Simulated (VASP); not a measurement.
# As in VASP: a series of runs

The runs below take As through single point, with r2SCAN.

All numbers are computed with VASP 6.6.1; they aren't measurements. Logs are shortened: lines on timing, memory, paths and dates and some standing lists are left out, and cuts for length are marked.

**1. The cell of the first run**

The structure is cubic, space group Pm-3m (No. 221). The conventional cell has a = 2.623 Å, b = 2.623 Å, c = 2.623 Å, α = 90.00°, β = 90.00°, γ = 90.00°. As (site symmetry m-3m) has 6 As at 2.62 Å within 3.5 Å.

This isn't the form of As at room conditions, which is rhombohedral.

**2. Single point, r2SCAN (strain -0.030 along x and y, -0.030 along z)**

Contents of POSCAR:

```
As
1.0
    2.6225712921      0.0000000000      0.0000000000
    0.0000000000      2.6225712921      0.0000000000
    0.0000000000      0.0000000000      2.6225712921
As
1
Direct
    0.5000000000      0.5000000000      0.5000000000
```

Contents of INCAR.step1:

```
SYSTEM = As
ALGO = Normal
EDIFF = 1E-4
ENCUT = 520
GGA = PE
ISMEAR = 0
LASPH = .True.
LCHARG = .False.
LREAL = .False.
LWAVE = .True.
NBANDS = 8
NELM = 80
PREC = Accurate
SIGMA = 0.15
```

Contents of INCAR.step2:

```
SYSTEM = As
ALGO = Normal
EDIFF = 1E-7
ENCUT = 520
ISIF = 2
ISMEAR = 0
ISTART = 1
LASPH = .True.
LCHARG = .False.
LMIXTAU = .True.
LREAL = .False.
LWAVE = .False.
METAGGA = R2SCAN
NBANDS = 8
NELM = 80
PREC = Accurate
SIGMA = 0.15
```

Contents of KPOINTS:

```
k-points
0
Gamma
  18 18 18
  0 0 0
```

Potentials or basis: VASP PAW PBE potentials, release 64 (As).

Launch:

```
cat potpaw_PBE.64/As/POTCAR > POTCAR
cp INCAR.step1 INCAR
mpirun -np 1 vasp_std > vasp.out
cp INCAR.step2 INCAR
mpirun -np 1 vasp_std > vasp.out
```

OUTCAR:

```text
SYSTEM = As
   EDIFF = 1E-7
   ENCUT = 520
   ISIF = 2
   ISMEAR = 0
   ISTART = 1
   LASPH = .True.
   LREAL = .False.
   METAGGA = R2SCAN
   NELM = 80
   PREC = Accurate

 ion  position               nearest neighbor table
   1  0.500  0.500  0.500-

  LATTYP: Found a simple cubic cell.
 ALAT       =     2.6225712921

  Lattice vectors:

 A1 = (   2.6225712921,   0.0000000000,   0.0000000000)
 A2 = (   0.0000000000,   2.6225712921,   0.0000000000)
 A3 = (   0.0000000000,   0.0000000000,   2.6225712921)

Analysis of symmetry for initial positions (statically):
=====================================================================
 Subroutine PRICEL returns:
 Original cell was already a primitive cell.

 Routine SETGRP: Setting up the symmetry group for a
 simple cubic supercell.

 Subroutine GETGRP returns: Found 48 space group operations
 (whereof 48 operations were pure point group operations)
 out of a pool of 48 trial point group operations.

The static configuration has the point symmetry O_h .

Analysis of symmetry for dynamics (positions and initial velocities):
=====================================================================
 Subroutine PRICEL returns:
 Original cell was already a primitive cell.

 Routine SETGRP: Setting up the symmetry group for a
 simple cubic supercell.

 Subroutine GETGRP returns: Found 48 space group operations
 (whereof 48 operations were pure point group operations)
 out of a pool of 48 trial point group operations.

The dynamic configuration has the point symmetry O_h .

 Subroutine INISYM returns: Found 48 space group operations
 (whereof 48 operations are pure point group operations),
 and found     1 'primitive' translations

----------------------------------------------------------------------------------------

                                     Primitive cell

  volume of cell :      18.0377

  direct lattice vectors                    reciprocal lattice vectors
     2.622571292  0.000000000  0.000000000     0.381305173  0.000000000  0.000000000
     0.000000000  2.622571292  0.000000000     0.000000000  0.381305173  0.000000000
     0.000000000  0.000000000  2.622571292     0.000000000  0.000000000  0.381305173

  length of vectors
     2.622571292  2.622571292  2.622571292     0.381305173  0.381305173  0.381305173

  position of ions in fractional coordinates (direct lattice)
     0.500000000  0.500000000  0.500000000

  ion indices of the primitive-cell ions
   primitive index   ion index
                 1           1

----------------------------------------------------------------------------------------

 KPOINTS: k-points

Automatic generation of k-mesh.
 Grid dimensions read from file:
 generate k-points for:   18   18   18

 Generating k-lattice:

  Cartesian coordinates                     Fractional coordinates (reciprocal lattice)
     0.021183621  0.000000000  0.000000000     0.055555556  0.000000000  0.000000000
     0.000000000  0.021183621  0.000000000     0.000000000  0.055555556  0.000000000
     0.000000000  0.000000000  0.021183621     0.000000000  0.000000000  0.055555556

  Length of vectors
     0.021183621  0.021183621  0.021183621

  Shift w.r.t. Gamma in fractional coordinates (k-lattice)
     0.000000000  0.000000000  0.000000000

 Subroutine IBZKPT returns following result:
 ===========================================

 Found    220 irreducible k-points:

 Following reciprocal coordinates:
            Coordinates               Weight
  0.000000  0.000000  0.000000      1.000000
  0.055556  0.000000  0.000000      6.000000
  0.111111  0.000000  0.000000      6.000000
  0.166667  0.000000  0.000000      6.000000
  0.222222  0.000000  0.000000      6.000000
  0.277778  0.000000  0.000000      6.000000
[... 16 lines left out ...]
  0.277778  0.111111  0.000000     24.000000
  0.333333  0.111111  0.000000     24.000000
 [... further k-points ...]
   k-points           NKPTS =    220   k-points in BZ     NKDIM =    220   number of bands    NBANDS=      8
   number of dos      NEDOS =    301   number of ions     NIONS =      1
   total plane-waves  NPLWV =   8000
   dimension x,y,z NGX =    20 NGY =   20 NGZ =   20
   dimension x,y,z NGXF=    40 NGYF=   40 NGZF=   40
   ions per type =               1
   NGX,Y,Z   is equivalent  to a cutoff of  12.68, 12.68, 12.68 a.u.
   NGXF,Y,Z  is equivalent  to a cutoff of  25.36, 25.36, 25.36 a.u.
 SYSTEM =  As
   PREC   = accura    normal or accurate (medium, high low for compatibility)
   ISTART =      1    job   : 0-new  1-cont  2-samecut
   ICHARG =      0    charge: 1-file 2-atom 10-const
   ISPIN  =      1    spin polarized calculation?
   LNONCOLLINEAR =      F non collinear calculations
   LSORBIT =      F    spin-orbit coupling
   LASPH  =      T    aspherical Exc in radial PAW
   ENCUT  =  520.0 eV  38.22 Ry    6.18 a.u.   4.88  4.88  4.88*2*pi/ulx,y,z
   NELM   =     80;   NELMIN=  2; NELMDL=  0     # of ELM steps
   EDIFF  = 0.1E-06   stopping-criterion for ELM
   LREAL  =      F    real-space projection
   EDIFFG = 0.1E-05   stopping-criterion for IOM
   NSW    =      0    number of steps for IOM
   IBRION =     -1    ionic relax: 0-MD 1-quasi-New 2-CG
   NFREE  =      0    steps in history (QN), initial steepest desc. (CG)
   ISIF   =      2    stress and relaxation
   ISYM   =      2    0-nonsym 1-usesym 2-fastsym
   POTIM  = 0.5000    time-step for ionic-motion
   TEBEG  =    0.0;   TEEND  =   0.0 temperature during run
   PSTRESS=    0.0 pullay stress
   NELECT =       5.0000    total number of electrons
   NUPDOWN=      -1.0000    fix difference up-down
   EMIN   =  10.00;   EMAX   =-10.00  energy-range for DOS
   EFERMI =   0.00;   METHOD = LEGACY
   ISMEAR =     0;   SIGMA  =   0.15  broadening in eV -4-tet -1-fermi 0-gaus
   EFERMI_NEDOS =   21; number of points for ismear=-14 and -15
   IALGO  =     38    algorithm
   IMIX   =      4    mixing-type and parameters
     AMIX     =   0.40;   BMIX     =  1.00
     AMIX_MAG =   1.60;   BMIX_MAG =  1.00
  volume/ion in A,a.u.               =      18.04       121.72
  Fermi-wavevector in a.u.,A,eV,Ry     =   1.067425  2.017142 15.502437  1.139397
  Thomas-Fermi vector in A             =   2.203041
   LORBIT       =      0    0 simple, 1 ext, 2 COOP (PROOUT), +10 PAW based schemes
[... 36 lines left out ...]
      4      11.6267      0.00000
      5      15.8645      0.00000
      6      15.8645      0.00000
      7      19.4010      0.00000
      8      34.1298      0.00000

 k-point     2 :       0.0556    0.0000    0.0000
  band No.  band energies     occupation
      1      -9.6288      2.00000
      2      10.6707      0.00000
      3      11.6860      0.00000
      4      11.6860      0.00000
      5      15.9205      0.00000
      6      16.6623      0.00000
      7      19.7228      0.00000
      8      33.0691      0.00000

 k-point     3 :       0.1111    0.0000    0.0000
  band No.  band energies     occupation
      1      -9.4341      2.00000
      2       8.8488      0.00000
      3      11.8619      0.00000
      4      11.8619      0.00000
      5      16.0874      0.00000
      6      17.7813      0.00000
      7      20.9082      0.00000
      8      31.2739      0.00000

 k-point     4 :       0.1667    0.0000    0.0000
  band No.  band energies     occupation
      1      -9.1124      2.00000
      2       6.9008      1.52484
      3      12.1473      0.00000
      4      12.1473      0.00000
      5      16.3612      0.00000
      6      18.4992      0.00000
      7      22.9049      0.00000
      8      29.4583      0.00000

 k-point     5 :       0.2222    0.0000    0.0000
  band No.  band energies     occupation
      1      -8.6690      2.00000
      2       5.0071      2.00000
      3      12.5288      0.00000
      4      12.5288      0.00000
      5      16.7338      0.00000
      6      19.0841      0.00000
      7      25.1347      0.00000
      8      27.7473      0.00000

 k-point     6 :       0.2778    0.0000    0.0000
  band No.  band energies     occupation
      1      -8.1150      2.00000
      2       3.2341      2.00000
      3      12.9837      0.00000
      4      12.9837      0.00000
      5      17.1900      0.00000
      6      19.7031      0.00000
      7      26.1922      0.00000
      8      26.1922      0.00000

 k-point     7 :       0.3333    0.0000    0.0000
  band No.  band energies     occupation
      1      -7.4734      2.00000
      2       1.6290      2.00000
      3      13.4739      0.00000
      4      13.4739      0.00000
      5      17.7007      0.00000
      6      20.4056      0.00000
      7      24.8411      0.00000
      8      24.8411      0.00000

 k-point     8 :       0.3889    0.0000    0.0000
  band No.  band energies     occupation
      1      -6.7968      2.00000
      2       0.2571      2.00000
      3      13.9380      0.00000
      4      13.9380      0.00000
      5      18.2101      0.00000
      6      21.1989      0.00000
      7      23.7602      0.00000
      8      23.7602      0.00000

 k-point     9 :       0.4444    0.0000    0.0000
  band No.  band energies     occupation
      1      -6.2094      2.00000
      2      -0.7499      2.00000
      3      14.2857      0.00000
      4      14.2857      0.00000
      5      18.6164      0.00000
      6      22.0449      0.00000
      7      23.0417      0.00000
      8      23.0417      0.00000

 k-point    10 :       0.5000    0.0000    0.0000
  band No.  band energies     occupation
      1      -5.9551      2.00000
      2      -1.1445      2.00000
      3      14.4175      0.00000
      4      14.4175      0.00000
      5      18.7781      0.00000
      6      22.5980      0.00000
      7      22.7863      0.00000
      8      22.7863      0.00000
[... 78 lines left out ...]
 k-point    18 :       0.4444    0.0556    0.0000
  band No.  band energies     occupation
      1      -6.1437      2.00000
      2      -0.6889      2.00000
      3      13.4518      0.00000
      4      14.3445      0.00000
      5      19.2207      0.00000
      6      20.8467      0.00000
      7      23.0981      0.00000
      8      23.2246      0.00000

 k-point    19 :       0.5000    0.0556    0.0000
  band No.  band energies     occupation
      1      -5.8892      2.00000
      2      -1.0836      2.00000
      3      13.5955      0.00000
      4      14.4762      0.00000
      5      19.3881      0.00000
      6      20.7092      0.00000
      7      22.8429      0.00000
      8      23.6566      0.00000

 k-point    20 :       0.1111    0.1111    0.0000
  band No.  band energies     occupation
      1      -9.1743      2.00000
      2       8.7939      0.00000
      3       9.4203      0.00000
      4      12.0969      0.00000
      5      17.1186      0.00000
      6      19.6334      0.00000
      7      21.5460      0.00000
      8      28.4069      0.00000

 k-point    21 :       0.1667    0.1111    0.0000
  band No.  band energies     occupation
      1      -8.8525      2.00000
      2       7.1051      0.22536
      3       9.4632      0.00000
      4      12.3821      0.00000
      5      17.4937      0.00000
      6      20.6043      0.00000
      7      22.9629      0.00000
      8      26.7752      0.00000

 k-point    22 :       0.2222    0.1111    0.0000
  band No.  band energies     occupation
      1      -8.4091      2.00000
      2       5.2354      2.00000
      3       9.8405      0.00000
      4      12.7633      0.00000
      5      17.9150      0.00000
      6      21.0414      0.00000
      7      24.0388      0.00000
      8      26.3151      0.00000

 k-point    23 :       0.2778    0.1111    0.0000
  band No.  band energies     occupation
      1      -7.8548      2.00000
      2       3.4709      2.00000
      3      10.3151      0.00000
      4      13.2178      0.00000
      5      18.4084      0.00000
      6      21.1235      0.00000
      7      23.4386      0.00000
      8      26.4094      0.00000

 k-point    24 :       0.3333    0.1111    0.0000
  band No.  band energies     occupation
      1      -7.2129      2.00000
      2       1.8697      2.00000
      3      10.8427      0.00000
      4      13.7076      0.00000
      5      18.9447      0.00000
      6      20.5802      0.00000
      7      23.2872      0.00000
      8      25.0618      0.00000

 [... further k-points ...]
[... 5 lines left out ...]
  --------------------------------------------------------------------------------------
  -------------------------------------------------------------------------------------
  Total        1.1637643      1.1637643      1.1637643      0.0000000      0.0000000     -0.0000000
  in kB      103.3698094    103.3698094    103.3698094      0.0000000      0.0000000     -0.0000000
  external PRESSURE =     103.3698094 kB  Pullay stress =       0.0000000 kB

 VOLUME and BASIS-vectors are now :
 -----------------------------------------------------------------------------
  energy-cutoff  :      520.00
  volume of cell :       18.04
      direct lattice vectors                 reciprocal lattice vectors
     2.622571292  0.000000000  0.000000000     0.381305173  0.000000000  0.000000000
     0.000000000  2.622571292  0.000000000     0.000000000  0.381305173  0.000000000
     0.000000000  0.000000000  2.622571292     0.000000000  0.000000000  0.381305173

 POSITION                                       TOTAL-FORCE (eV/Angst)
 -----------------------------------------------------------------------------------
      1.31129      1.31129      1.31129         0.000000      0.000000      0.000000
 -----------------------------------------------------------------------------------
    total drift:                                0.000000      0.000000      0.000000

  FREE ENERGIE OF THE ION-ELECTRON SYSTEM (eV)
  ---------------------------------------------------
  free  energy   TOTEN  =       -14.5003353944 eV

  energy  without entropy=      -14.4957232504  energy(sigma->0) =      -14.49802932
```

Run time: 1.9 min. Hardware: 1 thread of AMD EPYC 7R13, shared host; peak memory 0.12 GiB.

Results:

* Free energy: -14.5003 eV
* Pressure: 10.3 GPa
* Band gap on the k mesh: zero (an odd number of electrons rules out a gap without spin polarisation)

Caveat: the cell differs from its parent crystal (strain -0.030 along x and y, -0.030 along z); the cell stands under pressure; the PAW data sets were made with another functional, which shifts forces and pressure a little.

**3. Single point, r2SCAN (strain -0.030 along x and y, +0.000 along z)**

POSCAR: that of step 2 with these lines changed.

```diff
@@ -4,3 +4,3 @@
     0.0000000000      2.6225712921      0.0000000000
-    0.0000000000      0.0000000000      2.6225712921
+    0.0000000000      0.0000000000      2.7036817444
 As
```

Contents of INCAR.step1:

```
SYSTEM = As
  ALGO = Normal
  EDIFF = 1E-4
  ENCUT = 520
  GGA = PE
  ISMEAR = 0
  LASPH = .TRUE.
  LCHARG = .FALSE.
  LREAL = .FALSE.
  LWAVE = .TRUE.
  NBANDS = 8
  NELM = 100
  PREC = Accurate
  SIGMA = 0.15
```

Contents of INCAR.step2:

```
SYSTEM = As
  ALGO = Normal
  EDIFF = 1E-7
  ENCUT = 520
  ISIF = 2
  ISMEAR = 0
  ISTART = 1
  LASPH = .TRUE.
  LCHARG = .FALSE.
  LMIXTAU = .TRUE.
  LREAL = .FALSE.
  LWAVE = .FALSE.
  METAGGA = R2SCAN
  NBANDS = 8
  NELM = 100
  PREC = Accurate
  SIGMA = 0.15
```

Contents of KPOINTS:

```
k-points
0
G
  18 18 18
  0 0 0
```

Potentials or basis: VASP PAW PBE potentials, release 64 (As).

Launch:

```
cat potpaw_PBE.64/As/POTCAR > POTCAR
cp INCAR.step1 INCAR
mpirun -np 1 vasp_std > vasp.out
cp INCAR.step2 INCAR
mpirun -np 1 vasp_std > vasp.out
```

Run time: 4.7 min. Hardware: 1 thread of AMD EPYC 7R13, shared host; peak memory 0.16 GiB.

It converged, with:

```
Free energy            : -14.5241 eV
Pressure               : 6.6 GPa
Band gap on the k mesh : zero (an odd number of electrons rules out a gap without spin polarisation)
```

Stress tensor (GPa, compression positive):
```
8.11 0.00 0.00
0.00 8.11 0.00
0.00 0.00 3.45
```

Levels at points of the mesh, in eV from the Fermi level:
```csv
k point,band 1,band 2,band 3,band 4,band 5,band 6,band 7,band 8
"(0.00, 0.00, 0.00)",-16.34,3.78,4.94,4.94,8.55,9.14,12.26,26.46
"(0.50, 0.00, 0.00)",-12.57,-7.86,6.58,7.74,11.70,14.93,15.15,16.06
"(0.50, 0.50, 0.00)",-8.50,-4.84,-4.84,2.62,9.30,17.75,17.97,17.97
"(0.00, 0.00, 0.50)",-13.10,-7.77,7.34,7.34,11.70,15.85,16.09,16.09
"(0.50, 0.00, 0.50)",-9.09,-5.23,-4.69,2.53,10.05,18.09,18.69,19.14
"(0.50, 0.50, 0.50)",-4.48,-2.41,-2.41,-1.81,5.98,6.32,6.32,10.28
```

Caveat: the cell differs from its parent crystal (strain -0.030 along x and y, +0.000 along z); the cell stands under pressure; the PAW data sets were made with another functional, which shifts forces and pressure a little.

**4. Single point, r2SCAN (strain -0.030 along x and y, +0.030 along z)**

POSCAR: that of step 3 with these lines changed.

```diff
@@ -4,3 +4,3 @@
     0.0000000000      2.6225712921      0.0000000000
-    0.0000000000      0.0000000000      2.7036817444
+    0.0000000000      0.0000000000      2.7847921967
 As
```

Contents of INCAR.step1:

```
SYSTEM = As
  PREC = Accurate
  ENCUT = 520
  ISMEAR = 0
  SIGMA = 0.15
  LREAL = .False.
  LASPH = .True.
  NELM = 80
  NBANDS = 8
  GGA = PE
  ALGO = Normal
  EDIFF = 1E-4
  LWAVE = .True.
  LCHARG = .False.
```

Contents of INCAR.step2:

```
SYSTEM = As
  PREC = Accurate
  ENCUT = 520
  EDIFF = 1E-6
  ISMEAR = 0
  SIGMA = 0.15
  LREAL = .False.
  LASPH = .True.
  NELM = 80
  ALGO = Normal
  ISIF = 2
  LWAVE = .False.
  LCHARG = .False.
  METAGGA = R2SCAN
  LMIXTAU = .True.
  NBANDS = 8
  ISTART = 1
```

Contents of KPOINTS:

```
Automatic mesh
0
Gamma
  18 18 18
  0 0 0
```

Launch:

```
cat potpaw_PBE.64/As/POTCAR > POTCAR
cp INCAR.step1 INCAR
mpirun -np 1 vasp_std > vasp.out
cp INCAR.step2 INCAR
mpirun -np 1 vasp_std > vasp.out
```

Run time: 4.9 min. Hardware: 1 thread of AMD EPYC 7R13, shared host; peak memory 0.17 GiB.

The run converged. Its results:

```
Free energy            : -14.5250 eV
Pressure               : 3.6 GPa
Band gap on the k mesh : zero (an odd number of electrons rules out a gap without spin polarisation)
```

Stress tensor (GPa, compression positive):
```
 6.92  0.00  0.00
 0.00  6.92  0.00
 0.00  0.00 -2.90
```

Levels at points of the mesh, in eV from the Fermi level:
```tsv
k point	band 1	band 2	band 3	band 4	band 5	band 6
(0.00, 0.00, 0.00)	-16.10	2.96	5.15	5.15	8.06	9.32
(0.50, 0.00, 0.00)	-12.30	-7.66	5.78	7.96	11.46	14.08
(0.50, 0.50, 0.00)	-8.19	-4.65	-4.65	2.80	8.50	17.16
(0.00, 0.00, 0.50)	-13.29	-7.49	7.20	7.20	11.56	16.00
(0.50, 0.00, 0.50)	-9.30	-5.37	-4.35	2.64	9.91	17.82
(0.50, 0.50, 0.50)	-4.73	-2.54	-2.54	-1.41	5.81	6.48
```

Caveat: the cell differs from its parent crystal (strain -0.030 along x and y, +0.030 along z); the stress differs along the axes, from -3 to 7 GPa; the PAW data sets were made with another functional, which shifts forces and pressure a little.

**5. Summary**

```csv
cell,gap on the mesh (eV),pressure (GPa)
"a = 2.623 Å, 1 atom",none,10.3
"a = 2.623, b = 2.623, c = 2.704 Å, 1 atom",none,6.6
"a = 2.623, b = 2.623, c = 2.785 Å, 1 atom",none,3.6
```

Alike in all rows: task single point; level r2SCAN; potentials or basis VASP PAW PBE potentials, release 64 (As); no spin polarisation; k mesh 18 × 18 × 18; cutoff (eV) 520; smearing gaussian 0.15 eV.

Caveats: the PAW data sets were made with another functional, which shifts forces and pressure a little; the cell stands under pressure (at least some runs); the stress differs along the axes, from -3 to 7 GPa (at least some runs).

Absolute energies hang on the potentials; compare differences alone.
